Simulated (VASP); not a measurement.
A run of VASP 6.6.1 is set up as follows.

POSCAR

```
Sb
1.0
    3.1600000000      0.0000000000      0.0000000000
    0.0000000000      3.1600000000      0.0000000000
    0.0000000000      0.0000000000      3.1600000000
Sb
1
Direct
    0.0000000000      0.0000000000      0.0000000000
```

Contents of INCAR.step1:

```
PREC     = Accurate       # precision mode
ENCUT    = 520            # plane-wave cutoff, eV
EDIFF    = 1E-5           # SCF threshold, eV
ISMEAR   = -1             # smearing method
SIGMA    = 0.05           # smearing width, eV
LREAL    = False          # projectors in reciprocal space
LASPH    = True           # aspherical terms in the spheres
NELM     = 60             # most SCF steps
ALGO     = Normal         # electronic algorithm
ISIF     = 2              # what is computed and relaxed
LWAVE    = True           # write WAVECAR
LCHARG   = False          # write CHGCAR
GGA      = PE             # functional
NBANDS   = 8              # bands
```

File INCAR.step2:

```
PREC     = Accurate       # precision mode
ENCUT    = 520            # plane-wave cutoff, eV
EDIFF    = 1E-6           # SCF threshold, eV
ISMEAR   = -1             # smearing method
SIGMA    = 0.05           # smearing width, eV
LREAL    = False          # projectors in reciprocal space
LASPH    = True           # aspherical terms in the spheres
NELM     = 60             # most SCF steps
ALGO     = Normal         # electronic algorithm
ISIF     = 2              # what is computed and relaxed
LWAVE    = False          # write WAVECAR
LCHARG   = False          # write CHGCAR
METAGGA  = R2SCAN         # meta-GGA
LHFCALC  = True           # exact exchange
AEXX     = 0.25           # exact-exchange fraction
LMIXTAU  = True         
PRECFOCK = Normal       
ISTART   = 1            
NBANDS   = 8              # bands
```

KPOINTS

```
Automatic mesh
0
Gamma
  4 4 4
```

Potentials or basis: VASP PAW PBE potentials, release 64 (Sb).

The run is started by

```console
$ cat potpaw_PBE.64/Sb/POTCAR > POTCAR
$ cp INCAR.step1 INCAR
$ mpirun -np 1 vasp_std > vasp.out
$ cp INCAR.step2 INCAR
$ mpirun -np 1 vasp_std > vasp.out
```

(1) Estimate the band gap on the k mesh.

(2) Predict the pressure.

Results:

(1) zero (an odd number of electrons rules out a gap without spin polarisation).

(2) -7.2 GPa.

Caveat: the k points lie up to 0.50 Å⁻¹ apart, too coarse for converged energies and pressures of a metal; the PAW data sets were made with another functional, which shifts forces and pressure a little; spin-orbit coupling is left out, which moves the levels of the heavy elements.
